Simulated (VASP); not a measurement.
# CuO (Cccm) in VASP: a series of runs, part 2 of 2

VASP 6.6.1.

## Step 3: Single point, PBE

This run uses another cell than the first one, of 11.05 Å³/atom.

Input file INCAR:

```
SYSTEM = CuO
PREC     = Accurate       ! precision mode
ENCUT    = 1340           ! plane-wave cutoff, eV
EDIFF    = 1E-6           ! SCF threshold, eV
ISMEAR   = -1             ! smearing method
SIGMA    = 0.05           ! smearing width, eV
LREAL    = .False.        ! projectors in reciprocal space
LASPH    = .True.         ! aspherical terms in the spheres
NELM     = 120            ! most SCF steps
ALGO     = Normal         ! electronic algorithm
ISIF     = 2              ! what is computed and relaxed
LWAVE    = .False.        ! write WAVECAR
LCHARG   = .False.        ! write CHGCAR
GGA      = PE             ! functional
NBANDS   = 33             ! bands
GGA_COMPAT= .False.
```

Input file KPOINTS:

```
regular mesh
0
Gamma
  3 3 2
  0 0 0
```

Input file POSCAR:

```
CuO
1.0
    1.9909680000     -2.1535500000      0.0000000000
    1.9909680000      2.1535500000      0.0000000000
    0.0000000000      0.0000000000      5.1559280000
Cu O
2 2
Direct
    0.5000000000      0.0000000000      0.0000000000
    0.0000000000      0.5000000000      0.5000000000
    0.5000000000      0.5000000000      0.2500000000
    0.5000000000      0.5000000000      0.7500000000
```

Potentials or basis: VASP PAW PBE potentials, release 64 (Cu_sv_GW, O_h).

Command:

```console
cat potpaw_PBE.64/Cu_sv_GW/POTCAR potpaw_PBE.64/O_h/POTCAR > POTCAR
mpirun -np 1 vasp_std > vasp.out
```

OUTCAR:

```text
SYSTEM = CuO
   PREC = Accurate
   ENCUT = 1340
   EDIFF = 1E-6
   ISMEAR = -1
   LREAL = .False.
   LASPH = .True.
   NELM = 120
   ISIF = 2
   GGA = PE

 ion  position               nearest neighbor table
   1  0.500  0.000  0.000-   3 1.95   4 1.95   3 1.95   4 1.95
   2  0.000  0.500  0.500-   3 1.95   4 1.95   3 1.95   4 1.95
   3  0.500  0.500  0.250-   1 1.95   2 1.95   1 1.95   2 1.95
   4  0.500  0.500  0.750-   1 1.95   2 1.95   1 1.95   2 1.95

  LATTYP: Found a base centered orthorhombic cell.
 ALAT       =     3.9819360000
 B/A-ratio  =     1.0816597755
 C/A-ratio  =     1.2948294498

  Lattice vectors:

 A1 = (   1.9909680000,  -2.1535500000,   0.0000000000)
 A2 = (   1.9909680000,   2.1535500000,   0.0000000000)
 A3 = (   0.0000000000,   0.0000000000,   5.1559280000)

Analysis of symmetry for initial positions (statically):
=====================================================================
 Subroutine PRICEL returns:
 Original cell was already a primitive cell.

 Routine SETGRP: Setting up the symmetry group for a
 base centered orthorhombic supercell.

 Subroutine GETGRP returns: Found  8 space group operations
 (whereof  4 operations were pure point group operations)
 out of a pool of  8 trial point group operations.

The static configuration has the point symmetry C_2h.
 The point group associated with its full space group is D_2h.

Analysis of symmetry for dynamics (positions and initial velocities):
=====================================================================
 Subroutine PRICEL returns:
 Original cell was already a primitive cell.

 Routine SETGRP: Setting up the symmetry group for a
 base centered orthorhombic supercell.

 Subroutine GETGRP returns: Found  8 space group operations
 (whereof  4 operations were pure point group operations)
 out of a pool of  8 trial point group operations.

The dynamic configuration has the point symmetry C_2h.
 The point group associated with its full space group is D_2h.

 Subroutine INISYM returns: Found  8 space group operations
 (whereof  4 operations are pure point group operations),
 and found     1 'primitive' translations

----------------------------------------------------------------------------------------

                                     Primitive cell

  volume of cell :      44.2136

  direct lattice vectors                    reciprocal lattice vectors
     1.990968000 -2.153550000  0.000000000     0.251134122 -0.232174781  0.000000000
     1.990968000  2.153550000  0.000000000     0.251134122  0.232174781  0.000000000
     0.000000000  0.000000000  5.155928000     0.000000000  0.000000000  0.193951506

  length of vectors
     2.932870809  2.932870809  5.155928000     0.342013854  0.342013854  0.193951506

  position of ions in fractional coordinates (direct lattice)
     0.500000000  0.000000000  0.000000000
     0.000000000  0.500000000  0.500000000
     0.500000000  0.500000000  0.250000000
     0.500000000  0.500000000  0.750000000

  ion indices of the primitive-cell ions
   primitive index   ion index
                 1           1
                 2           2
                 3           3
                 4           4

----------------------------------------------------------------------------------------

 KPOINTS: regular mesh

Automatic generation of k-mesh.
 Grid dimensions read from file:
 generate k-points for:    3    3    2

 Generating k-lattice:

  Cartesian coordinates                     Fractional coordinates (reciprocal lattice)
     0.083711374 -0.077391594  0.000000000     0.333333333  0.000000000  0.000000000
     0.083711374  0.077391594  0.000000000     0.000000000  0.333333333  0.000000000
     0.000000000  0.000000000  0.096975753     0.000000000  0.000000000  0.500000000

  Length of vectors
     0.114004618  0.114004618  0.096975753

  Shift w.r.t. Gamma in fractional coordinates (k-lattice)
     0.000000000  0.000000000  0.000000000

 Subroutine IBZKPT returns following result:
 ===========================================

 Found      8 irreducible k-points:

 Following reciprocal coordinates:
            Coordinates               Weight
  0.000000  0.000000  0.000000      1.000000
  0.333333  0.000000  0.000000      4.000000
  0.333333  0.333333  0.000000      2.000000
 -0.333333  0.333333  0.000000      2.000000
  0.000000  0.000000  0.500000      1.000000
  0.333333  0.000000  0.500000      4.000000
  0.333333  0.333333  0.500000      2.000000
 -0.333333  0.333333  0.500000      2.000000
   k-points           NKPTS =      8   k-points in BZ     NKDIM =      8   number of bands    NBANDS=     33
   number of dos      NEDOS =    301   number of ions     NIONS =      4
   total plane-waves  NPLWV =  82944
   dimension x,y,z NGX =    36 NGY =   36 NGZ =   64
   dimension x,y,z NGXF=    72 NGYF=   72 NGZF=  128
   ions per type =               2   2
   NGX,Y,Z   is equivalent  to a cutoff of  20.41, 20.41, 20.64 a.u.
   NGXF,Y,Z  is equivalent  to a cutoff of  40.81, 40.81, 41.27 a.u.
 SYSTEM =  CuO
   PREC   = accura    normal or accurate (medium, high low for compatibility)
   ISTART =      0    job   : 0-new  1-cont  2-samecut
   ICHARG =      2    charge: 1-file 2-atom 10-const
   ISPIN  =      1    spin polarized calculation?
   LNONCOLLINEAR =      F non collinear calculations
   LSORBIT =      F    spin-orbit coupling
   LASPH  =      T    aspherical Exc in radial PAW
   ENCUT  = 1340.0 eV  98.49 Ry    9.92 a.u.   8.75  8.75 15.39*2*pi/ulx,y,z
   NELM   =    120;   NELMIN=  2; NELMDL= -5     # of ELM steps
   EDIFF  = 0.1E-05   stopping-criterion for ELM
   LREAL  =      F    real-space projection
   EDIFFG = 0.1E-04   stopping-criterion for IOM
   NSW    =      0    number of steps for IOM
   IBRION =     -1    ionic relax: 0-MD 1-quasi-New 2-CG
   NFREE  =      0    steps in history (QN), initial steepest desc. (CG)
   ISIF   =      2    stress and relaxation
   ISYM   =      2    0-nonsym 1-usesym 2-fastsym
   POTIM  = 0.5000    time-step for ionic-motion
   TEBEG  =    0.0;   TEEND  =   0.0 temperature during run
   PSTRESS=    0.0 pullay stress
   NELECT =      50.0000    total number of electrons
   NUPDOWN=      -1.0000    fix difference up-down
   EMIN   =  10.00;   EMAX   =-10.00  energy-range for DOS
   EFERMI =   0.00;   METHOD = LEGACY
   ISMEAR =    -1;   SIGMA  =   0.05  broadening in eV -4-tet -1-fermi 0-gaus
   EFERMI_NEDOS =   21; number of points for ismear=-14 and -15
   IALGO  =     38    algorithm
   IMIX   =      4    mixing-type and parameters
     AMIX     =   0.40;   BMIX     =  1.00
     AMIX_MAG =   1.60;   BMIX_MAG =  1.00
  volume/ion in A,a.u.               =      11.05        74.59
  Fermi-wavevector in a.u.,A,eV,Ry     =   1.705609  3.223134 39.580735  2.909102
  Thomas-Fermi vector in A             =   2.784798
   LORBIT       =      0    0 simple, 1 ext, 2 COOP (PROOUT), +10 PAW based schemes
   GGA     = PE    functional components
   LHFCALC =     F    Hartree Fock is set to
   AEXX    =    0.0000 exact exchange contribution
   IVDW    =     0    specifies the selected vdW correction
   LEPSILON=     F    determine dielectric tensor
   LRPA    =     F    only Hartree local field effects (RPA)
 non-spin polarized calculation
  energy-cutoff  :     1340.00
  volume of cell :       44.21
 maximum number of plane-waves:      4947
   NGX = 17   NGY = 17   NGZ = 31

 number of electron      49.9999994 magnetization

 Free energy of the ion-electron system (eV)
  ---------------------------------------------------
  ext. energy  EPLUGINS =         0.00000000
  ---------------------------------------------------
  free energy    TOTEN  =       -20.09425670 eV

  energy without entropy =      -20.07314575  energy(sigma->0) =      -20.08370123

 E-fermi :   5.3701     XC(G=0): -11.6874

 val. band max:        4.8537319882   @ k =   0.3333   0.3333   0.5000
 cond. band min:       5.3889022401   @ k =   0.0000   0.0000   0.5000
 fundamental gap:      0.5351702519
 Fermi energy:         5.3701046943

 k-point     1 :       0.0000    0.0000    0.0000
  band No.  band energies     occupation
      1    -107.4201      2.00000
      2    -107.4198      2.00000
      3     -64.9066      2.00000
      4     -64.9064      2.00000
      5     -64.8782      2.00000
      6     -64.8726      2.00000
[... 277 lines left out ...]
     32      17.3009      0.00000
     33      19.2422      0.00000

------------------------ aborting loop because EDIFF is reached ----------------------------------------

  FORCE on cell =-STRESS in cart. coord.  units (eV):
  Direction    XX          YY          ZZ          XY          YZ          ZX
  --------------------------------------------------------------------------------------
  -------------------------------------------------------------------------------------
  Total        0.5048688      0.0606978     -0.3063484      0.0000000      0.0000000      0.0000000
  in kB       18.2950280      2.1995166    -11.1012061      0.0000000      0.0000000      0.0000000
  external PRESSURE =       3.1311128 kB  Pullay stress =       0.0000000 kB

 VOLUME and BASIS-vectors are now :
 -----------------------------------------------------------------------------
  energy-cutoff  :     1340.00
  volume of cell :       44.21
      direct lattice vectors                 reciprocal lattice vectors
     1.990968000 -2.153550000  0.000000000     0.251134122 -0.232174781  0.000000000
     1.990968000  2.153550000  0.000000000     0.251134122  0.232174781  0.000000000
     0.000000000  0.000000000  5.155928000     0.000000000  0.000000000  0.193951506

 POSITION                                       TOTAL-FORCE (eV/Angst)
 -----------------------------------------------------------------------------------
      0.99548     -1.07678      0.00000        -0.000000     -0.000000     -0.000000
      0.99548      1.07678      2.57796         0.000000     -0.000000     -0.000000
      1.99097      0.00000      1.28898         0.000000      0.000000      0.000000
      1.99097      0.00000      3.86695         0.000000      0.000000     -0.000000
 -----------------------------------------------------------------------------------
    total drift:                                0.000000     -0.000000     -0.000000

  FREE ENERGIE OF THE ION-ELECTRON SYSTEM (eV)
  ---------------------------------------------------
  free  energy   TOTEN  =       -20.0942566992 eV

  energy  without entropy=      -20.0731457533  energy(sigma->0) =      -20.08370123
```

Wall time 92 s (1 thread of AMD EPYC 7R43 (Zen 3), shared host); peak memory 0.25 GiB.

What came out:

* Free energy: -20.0943 eV
* Pressure: 0.3 GPa
* Band gap on the k mesh: zero (bands 25 and 26 overlap by 1.00 eV)

Levels at points of the mesh, in eV from the Fermi level:
```tsv
k point	band 23	band 24	band 25	band 26	band 27	band 28
(0.00, 0.00, 0.00)	-2.36	-1.97	0.47	0.66	1.29	5.99
(0.00, 0.00, 0.50)	-1.65	-1.65	0.02	0.02	3.36	3.36
```

Caveat: the k points lie up to 0.72 Å⁻¹ apart, too coarse for converged energies and pressures of a metal; semilocal functionals often make such compounds metallic where correlation or magnetic order opens a gap, which also shifts bond lengths. With open d or f shells a metallic result of PBE can be an artefact of self-interaction; +U or a hybrid may open a gap.

## Step 4: Single point, PBEsol

This run uses another cell than the first one, of 11.05 Å³/atom.

Input file INCAR:

```
ALGO = Normal
EDIFF = 1E-6
ENCUT = 820
GGA = PS
GGA_COMPAT = False
ISIF = 2
ISMEAR = -1
LASPH = True
LCHARG = False
LREAL = False
LWAVE = False
NBANDS = 33
NELM = 120
PREC = Accurate
SIGMA = 0.05
```

Input file KPOINTS:

```
k-points
0
Gamma
  5 5 3
```

POSCAR is that of step 3.

Potentials or basis: VASP PAW PBE potentials, release 64 (Cu_sv_GW, O).

Command:

```console
cat potpaw_PBE.64/Cu_sv_GW/POTCAR potpaw_PBE.64/O/POTCAR > POTCAR
mpirun -np 1 vasp_std > vasp.out
```

Wall time 38 s (1 thread of AMD EPYC 9R45 (Zen 5), shared host); peak memory 0.19 GiB.

Results (log left out):

```
Free energy            : -21.6519 eV
Pressure               : -7.0 GPa
Band gap on the k mesh : zero (bands 25 and 26 overlap by 0.72 eV)
```

Stress tensor (GPa, compression positive):
```
-5.57  0.00  0.00
 0.00 -7.37  0.00
 0.00  0.00 -8.08
```

Levels at points of the mesh, in eV from the Fermi level:
| k point | band 21 | band 22 | band 23 | band 24 | band 25 | band 26 | band 27 | band 28 | band 29 | band 30 |
| --- | --- | --- | --- | --- | --- | --- | --- | --- | --- | --- |
| (0.00, 0.00, 0.00) | -2.39 | -2.38 | -2.31 | -1.92 | 0.54 | 0.73 | 1.29 | 5.91 | 7.17 | 13.10 |

Caveat: the k points lie up to 0.43 Å⁻¹ apart, too coarse for converged energies and pressures of a metal; the PAW data sets were made with another functional, which shifts forces and pressure a little; semilocal functionals often make such compounds metallic where correlation or magnetic order opens a gap, which also shifts bond lengths.

## Step 5: The runs side by side

```csv
level,potentials or basis,cell,k mesh,cutoff (eV),gap on the mesh (eV),pressure (GPa)
PBEsol,"VASP PAW PBE potentials, release 64 (Cu_sv_GW, O)","a = 2.873, b = 2.873, c = 5.051 Å, angles 90.0, 90.0, 94.5°, 4 atoms",9 × 9 × 5,820,none,3.6
PBE,"VASP PAW PBE potentials, release 64 (Cu_sv_GW, O_h)","a = 2.933, b = 2.933, c = 5.156 Å, angles 90.0, 90.0, 94.5°, 4 atoms",3 × 3 × 2,1340,none,0.3
PBEsol,"VASP PAW PBE potentials, release 64 (Cu_sv_GW, O)","a = 2.933, b = 2.933, c = 5.156 Å, angles 90.0, 90.0, 94.5°, 4 atoms",5 × 5 × 3,820,none,-7.0
```

Alike in all rows: task single point; no spin polarisation; smearing fermi-dirac 0.05 eV.

Caveats: some runs use coarse meshes; semilocal functionals often make such compounds metallic where correlation or magnetic order opens a gap, which also shifts bond lengths; the PAW data sets were made with another functional, which shifts forces and pressure a little (at least some runs); the cell stands under pressure (at least some runs).

Total energies depend on the potentials used, so only differences within one code and one set of settings carry meaning.

The gap in the log of VASP goes by the Fermi energy; the results here count the filled bands.